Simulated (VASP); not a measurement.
# V (Fd-3m) in VASP: notebook, part 3 of 3

VASP 6.6.1. Earlier steps stand in the parts before.

## 5. Relaxation of cell and atoms, PBE, target pressure 130 GPa, at which the enthalpy is minimised

This run uses another cell than the first one, of 10.47 Å³/atom, 1.032 times its volume.

Input file INCAR:

```
SYSTEM = V
PREC = Accurate
ENCUT = 600
EDIFF = 1E-7
ISMEAR = -1
SIGMA = 0.1
LREAL = .FALSE.
LASPH = .TRUE.
NELM = 80
ALGO = Normal
ISIF = 3
LWAVE = .FALSE.
LCHARG = .FALSE.
GGA = PE
IBRION = 2
NSW = 60
EDIFFG = -0.005
PSTRESS = 1300.0
```

Input file KPOINTS:

```
Automatic mesh
0
G
  15 15 15
  0 0 0
```

Input file POSCAR:

```
V
1.0
    0.0000000000      2.1878727545      2.1878727545
    2.1878727545      0.0000000000      2.1878727545
    2.1878727545      2.1878727545      0.0000000000
V
2
Direct
   -0.1250000000     -0.1250000000     -0.1250000000
    0.1250000000      0.1250000000      0.1250000000
```

Potentials or basis: VASP PAW PBE potentials, release 64 (V_sv).

Launch:

```bash
$ cat potpaw_PBE.64/V_sv/POTCAR > POTCAR
$ mpirun -np 1 vasp_std > vasp.out
```

OUTCAR:

```text
SYSTEM = V
   PREC = Accurate
   ENCUT = 600
   EDIFF = 1E-7
   ISMEAR = -1
   LREAL = .FALSE.
   LASPH = .TRUE.
   NELM = 80
   ISIF = 3
   GGA = PE
   IBRION = 2
   NSW = 60
   EDIFFG = -0.005
   PSTRESS = 1300.0

 ion  position               nearest neighbor table
   1  0.875  0.875  0.875-   2 1.89   2 1.89   2 1.89   2 1.89
   2  0.125  0.125  0.125-   1 1.89   1 1.89   1 1.89   1 1.89

  LATTYP: Found a face centered cubic cell.
 ALAT       =     4.3757455090

  Lattice vectors:

 A1 = (   0.0000000000,   2.1878727545,   2.1878727545)
 A2 = (   2.1878727545,   0.0000000000,   2.1878727545)
 A3 = (   2.1878727545,   2.1878727545,   0.0000000000)

Analysis of symmetry for initial positions (statically):
=====================================================================
 Subroutine PRICEL returns:
 Original cell was already a primitive cell.

 Routine SETGRP: Setting up the symmetry group for a
 face centered cubic supercell.

 Subroutine GETGRP returns: Found 48 space group operations
 (whereof 12 operations were pure point group operations)
 out of a pool of 48 trial point group operations.

The static configuration has the point symmetry D_3d.
 The point group associated with its full space group is O_h .

Analysis of symmetry for dynamics (positions and initial velocities):
=====================================================================
 Subroutine PRICEL returns:
 Original cell was already a primitive cell.

 Routine SETGRP: Setting up the symmetry group for a
 face centered cubic supercell.

 Subroutine GETGRP returns: Found 48 space group operations
 (whereof 12 operations were pure point group operations)
 out of a pool of 48 trial point group operations.

The dynamic configuration has the point symmetry D_3d.
 The point group associated with its full space group is O_h .

 Subroutine INISYM returns: Found 48 space group operations
 (whereof 12 operations are pure point group operations),
 and found     1 'primitive' translations

----------------------------------------------------------------------------------------

                                     Primitive cell

  volume of cell :      20.9458

  direct lattice vectors                    reciprocal lattice vectors
     0.000000000  2.187872754  2.187872754    -0.228532486  0.228532486  0.228532486
     2.187872754  0.000000000  2.187872754     0.228532486 -0.228532486  0.228532486
     2.187872754  2.187872754  0.000000000     0.228532486  0.228532486 -0.228532486

  length of vectors
     3.094119322  3.094119322  3.094119322     0.395829877  0.395829877  0.395829877

  position of ions in fractional coordinates (direct lattice)
     0.875000000  0.875000000  0.875000000
     0.125000000  0.125000000  0.125000000

  ion indices of the primitive-cell ions
   primitive index   ion index
                 1           1
                 2           2

----------------------------------------------------------------------------------------

 KPOINTS: Automatic mesh

Automatic generation of k-mesh.
 Grid dimensions read from file:
 generate k-points for:   15   15   15

 Generating k-lattice:

  Cartesian coordinates                     Fractional coordinates (reciprocal lattice)
    -0.015235499  0.015235499  0.015235499     0.066666667  0.000000000  0.000000000
     0.015235499 -0.015235499  0.015235499     0.000000000  0.066666667  0.000000000
     0.015235499  0.015235499 -0.015235499     0.000000000  0.000000000  0.066666667

  Length of vectors
     0.026388658  0.026388658  0.026388658

  Shift w.r.t. Gamma in fractional coordinates (k-lattice)
     0.000000000  0.000000000  0.000000000

 Subroutine IBZKPT returns following result:
 ===========================================

 Found    120 irreducible k-points:

 Following reciprocal coordinates:
            Coordinates               Weight
  0.000000  0.000000  0.000000      1.000000
  0.066667  0.000000  0.000000      8.000000
  0.133333  0.000000  0.000000      8.000000
  0.200000  0.000000  0.000000      8.000000
  0.266667  0.000000  0.000000      8.000000
  0.333333  0.000000  0.000000      8.000000
[... 16 lines left out ...]
  0.133333  0.133333  0.000000      6.000000
  0.200000  0.133333  0.000000     24.000000
 [... further k-points ...]
   k-points           NKPTS =    120   k-points in BZ     NKDIM =    120   number of bands    NBANDS=     17
   number of dos      NEDOS =    301   number of ions     NIONS =      2
   total plane-waves  NPLWV =  21952
   dimension x,y,z NGX =    28 NGY =   28 NGZ =   28
   dimension x,y,z NGXF=    56 NGYF=   56 NGZF=   56
   ions per type =               2
   NGX,Y,Z   is equivalent  to a cutoff of  15.04, 15.04, 15.04 a.u.
   NGXF,Y,Z  is equivalent  to a cutoff of  30.09, 30.09, 30.09 a.u.
 SYSTEM =  V
   PREC   = accura    normal or accurate (medium, high low for compatibility)
   ISTART =      0    job   : 0-new  1-cont  2-samecut
   ICHARG =      2    charge: 1-file 2-atom 10-const
   ISPIN  =      1    spin polarized calculation?
   LNONCOLLINEAR =      F non collinear calculations
   LSORBIT =      F    spin-orbit coupling
   LASPH  =      T    aspherical Exc in radial PAW
   ENCUT  =  600.0 eV  44.10 Ry    6.64 a.u.   6.18  6.18  6.18*2*pi/ulx,y,z
   NELM   =     80;   NELMIN=  2; NELMDL= -5     # of ELM steps
   EDIFF  = 0.1E-06   stopping-criterion for ELM
   LREAL  =      F    real-space projection
   EDIFFG = -.5E-02   stopping-criterion for IOM
   NSW    =     60    number of steps for IOM
   IBRION =      2    ionic relax: 0-MD 1-quasi-New 2-CG
   NFREE  =      1    steps in history (QN), initial steepest desc. (CG)
   ISIF   =      3    stress and relaxation
   ISYM   =      2    0-nonsym 1-usesym 2-fastsym
   POTIM  = 0.5000    time-step for ionic-motion
   TEBEG  =    0.0;   TEEND  =   0.0 temperature during run
   PSTRESS= 1300.0 pullay stress
   NELECT =      26.0000    total number of electrons
   NUPDOWN=      -1.0000    fix difference up-down
   EMIN   =  10.00;   EMAX   =-10.00  energy-range for DOS
   EFERMI =   0.00;   METHOD = LEGACY
   ISMEAR =    -1;   SIGMA  =   0.10  broadening in eV -4-tet -1-fermi 0-gaus
   EFERMI_NEDOS =   21; number of points for ismear=-14 and -15
   IALGO  =     38    algorithm
   IMIX   =      4    mixing-type and parameters
     AMIX     =   0.40;   BMIX     =  1.00
     AMIX_MAG =   1.60;   BMIX_MAG =  1.00
  volume/ion in A,a.u.               =      10.47        70.67
  Fermi-wavevector in a.u.,A,eV,Ry     =   1.759411  3.324804 42.117187  3.095526
  Thomas-Fermi vector in A             =   2.828378
   LORBIT       =      0    0 simple, 1 ext, 2 COOP (PROOUT), +10 PAW based schemes
   GGA     = PE    functional components
   LHFCALC =     F    Hartree Fock is set to
   AEXX    =    0.0000 exact exchange contribution
   IVDW    =     0    specifies the selected vdW correction
   LEPSILON=     F    determine dielectric tensor
   LRPA    =     F    only Hartree local field effects (RPA)
 conjugate gradient relaxation of ions
 non-spin polarized calculation
  energy-cutoff  :      600.00
  volume of cell :       20.95
 maximum number of plane-waves:       725
 NGX is ok and might be reduce to    28
   NGX = 13   NGY = 13   NGZ = 13

--------------------------------------- Ionic step        1  -------------------------------------------

 number of electron      26.0000005 magnetization

 Free energy of the ion-electron system (eV)
  ---------------------------------------------------
  ext. energy  EPLUGINS =         0.00000000
  ---------------------------------------------------
  free energy    TOTEN  =        -9.26819590 eV

  energy without entropy =       -9.18617288  energy(sigma->0) =       -9.22718439

------------------------ aborting loop because EDIFF is reached ----------------------------------------

  FORCE on cell =-STRESS in cart. coord.  units (eV):
  Direction    XX          YY          ZZ          XY          YZ          ZX
  --------------------------------------------------------------------------------------
  -------------------------------------------------------------------------------------
  Total       17.5499943     17.5499943     17.5499943      0.0000000      0.0000000      0.0000000
  in kB     1342.4291907   1342.4291907   1342.4291907      0.0000000      0.0000000      0.0000000
  external PRESSURE =      42.4291907 kB  Pullay stress =    1300.0000000 kB
[... 63 lines left out ...]
--------------------------------------- Ionic step        3  -------------------------------------------

 number of electron      26.0000003 magnetization

 Free energy of the ion-electron system (eV)
  ---------------------------------------------------
  ext. energy  EPLUGINS =         0.00000000
  ---------------------------------------------------
  free energy    TOTEN  =        -9.40068847 eV

  energy without entropy =       -9.31734823  energy(sigma->0) =       -9.35901835

 E-fermi :  13.6241     XC(G=0): -13.8409

 val. band max:       13.6227058741   @ k =  -0.3333   0.4000   0.0667
 cond. band min:      13.6625738061   @ k =  -0.2667   0.2667   0.0667
 fundamental gap:      0.0398679320
 Fermi energy:        13.6240733622

 k-point     1 :       0.0000    0.0000    0.0000
  band No.  band energies     occupation
      1     -51.6148      2.00000
      2     -48.2846      2.00000
      3     -25.5641      2.00000
      4     -25.5641      2.00000
      5     -25.5641      2.00000
      6     -22.6489      2.00000
[... 457 lines left out ...]
      4     -25.8406      2.00000
      5     -25.3555      2.00000
      6     -22.8285      2.00000
[... 9 lines left out ...]
     16      16.0416      0.00000
     17      16.1897      0.00000

 [... further k-points ...]
[... 5 lines left out ...]
  --------------------------------------------------------------------------------------
  -------------------------------------------------------------------------------------
  Total       17.1168087     17.1168087     17.1168087      0.0000000     -0.0000000      0.0000000
  in kB     1299.3232040   1299.3232040   1299.3232040      0.0000000     -0.0000000      0.0000000
  external PRESSURE =      -0.6767960 kB  Pullay stress =    1300.0000000 kB
[... 21 lines left out ...]
  energy  without entropy=       -9.3173482348  energy(sigma->0) =       -9.35901835

  enthalpy is  TOTEN    =         7.7250361326 eV   P V=       17.1257246044

 reached required accuracy - stopping structural energy minimisation
```

It took 55 s on 1 thread of Intel Xeon 6975P-C (Granite Rapids), shared host; peak memory 0.2 GiB.

Results:

```yaml
Free_energy: -9.4007 eV
Relaxed_volume: 10.55 Å³/atom
Relaxed_cell: a = 3.102 Å, b = 3.102 Å, c = 3.102 Å, α = 60.00°, β = 60.00°, γ = 60.00°
Space_group_after_relaxing_to_0.05_Å: Fd-3m (No. 227)
Energy_change_on_relaxing_the_enthalpy_is_what_falls: -66.2 meV/atom
Ionic_steps: 3
Pressure_after_relaxing: 129.9 GPa
Band_gap_on_the_k_mesh: zero (band 13 reaches 14.55 eV, above the bottom of band 14 at 11.79 eV)
```

Step by step:
| step | energy change (eV) | largest force (eV/Å) | pressure (GPa) | volume (Å³) |
| --- | --- | --- | --- | --- |
| 1 | 0.0000 | 0.0000 | 134.24 | 20.95 |
| 2 | -0.6554 | 0.0000 | 112.82 | 21.80 |
| 3 | -0.1325 | 0.0000 | 129.93 | 21.11 |

Final structure:
```xyz
2
Lattice="0.0000 2.1935 2.1935 2.1935 0.0000 2.1935 2.1935 2.1935 0.0000" Properties=species:S:1:pos:R:3 pbc="T T T"
V     3.8385    3.8385    3.8385
V     0.5484    0.5484    0.5484
```

Levels at points of the mesh, in eV from the Fermi level:
```tsv
k point	band 10	band 11	band 12	band 13	band 14	band 15	band 16	band 17
(0.00, 0.00, 0.00)	-3.45	-3.45	-1.31	-1.31	-1.31	2.41	2.41	2.41
```

Caveat: the cell is relaxed towards a set pressure, so the enthalpy falls and the energy may rise.

## 6. The runs side by side

```csv
task,cell,cutoff (eV),gap on the mesh (eV),pressure (GPa)
single point,"a = 3.061 Å, angles 60.0°, 2 atoms",520,none,153.9
single point,"a = 3.064 Å, angles 60.0°, 2 atoms",520,none,152.2
relaxation of cell and atoms,"relaxed to 130 GPa from a = 3.061 Å, angles 60.0°, 2 atoms",600,none,130.0
relaxation of cell and atoms,"relaxed to 130 GPa from a = 3.094 Å, angles 60.0°, 2 atoms",600,none,129.9
```

Alike in all rows: level PBE; potentials or basis VASP PAW PBE potentials, release 64 (V_sv); no spin polarisation; k mesh 15 × 15 × 15; smearing fermi-dirac 0.1 eV.

Caveats: the cell is relaxed towards a set pressure, so the enthalpy falls and the energy may rise (some runs).

Total energies depend on the potentials used, so only differences within one code and one set of settings carry meaning.
